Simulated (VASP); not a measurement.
Runs of VASP 6.6.1 on HfO2. The structure is that of space group I4/mmm (No. 139), or close to it. The cells are those of the table. 

```csv
cell,gap on the mesh (eV),pressure (GPa)
"a = 3.534, b = 3.534, c = 3.678 Å, angles 58.6, 58.6, 62.7°, 3 atoms",3.24,-3.6
"a = 3.718, b = 3.718, c = 3.366 Å, angles 63.1, 63.1, 53.8°, 3 atoms",(a),-2.6
"a = 3.642, b = 3.642, c = 3.465 Å, angles 61.6, 61.6, 56.8°, 3 atoms",3.06,-3.5
"a = 3.477, b = 3.477, c = 4.015 Å, angles 54.7, 54.7, 70.5°, 3 atoms",none,2.7
"a = 3.903, b = 3.903, c = 3.187 Å, angles 65.9, 65.9, 48.2°, 3 atoms",none,(b)
```

Alike in all rows: task single point; level r2SCAN; potentials or basis VASP PAW PBE potentials, release 64 (Hf_pv, O); no spin polarisation; k mesh 8 × 8 × 8; cutoff (eV) 520; smearing gaussian 0.05 eV.

Task: Fill in the values left out.

Result: (a) 1.35; (b) 0.6.

Caveats: the PAW data sets were made with another functional, which shifts forces and pressure a little; spin-orbit coupling is left out, which moves the levels of the heavy elements.

A k mesh can miss the band edges, and the runs leave out spin-orbit coupling on Hf.

A gap of «none» marks levels without a gap at the run's occupations.
